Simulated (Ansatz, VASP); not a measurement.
# SiC in VASP and in Ansatz

```
Si C
1.0
     0.00000    2.17700    2.17700
     2.17700    0.00000    2.17700
     2.17700    2.17700    0.00000
Si C
1 1
Direct
  0.00000 0.00000 0.00000
  0.25000 0.25000 0.25000
```

Alike in both runs: task single point; functional LDA; k mesh 8 × 8 × 8; occupations gaussian, width 0.1 eV; no spin polarisation.

|  | VASP | Ansatz |
| --- | --- | --- |
| version | VASP 6.6.1 | Ansatz 0.2.0 |
| potentials or method | VASP PAW LDA potentials, release 64 (Si, C), cutoff 600 eV | scalar-relativistic, plane waves, PAW |
| valence electrons in the cell | 8 | 8 |

|  | VASP | Ansatz | Ansatz less VASP |
| --- | --- | --- | --- |
| gap on the k mesh at the Fermi level (eV) | 1.30 | 1.31 | +0.012 |
| least direct gap on the mesh (eV) | 4.50 | 4.51 | +0.011 |
| pressure (GPa) | -3.6 | -3.8 | -0.26 |

LDA's correlation is that of Perdew and Zunger in VASP and of Perdew and Wang (1992) in Ansatz.
